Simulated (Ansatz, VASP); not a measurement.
Two plane-wave programs on RbAl3

```
CELL_PARAMETERS angstrom
-2.54959 2.54959 3.67171
2.54959 -2.54959 3.67171
2.54959 2.54959 -3.67171
ATOMIC_POSITIONS crystal
Rb 0.00000 0.00000 0.00000
Al 0.50000 0.50000 0.00000
Al 0.25000 0.75000 0.50000
Al 0.75000 0.25000 0.50000
```

Alike in both runs: functional PBE; k mesh 6 × 6 × 6; occupations gaussian, width 0.1 eV; no spin polarisation.

Ansatz relaxed the structure, and its values are those at the end. VASP's run is a single point on that final structure, the one shown.

```csv
,VASP,Ansatz
version,VASP 6.6.1,Ansatz 0.2.0
potentials or method,"VASP PAW PBE potentials, release 64 (Rb_sv, Al), cutoff 520 eV","scalar-relativistic, plane waves, PAW"
valence electrons in the cell,18,18
```

```tsv
	VASP	Ansatz	Ansatz less VASP
gap on the k mesh at the Fermi level (eV)	none	none	-
pressure (GPa)	0.2	0.2	-0.04
```

A gap of «none» marks a metal or a gap that the smearing closes.
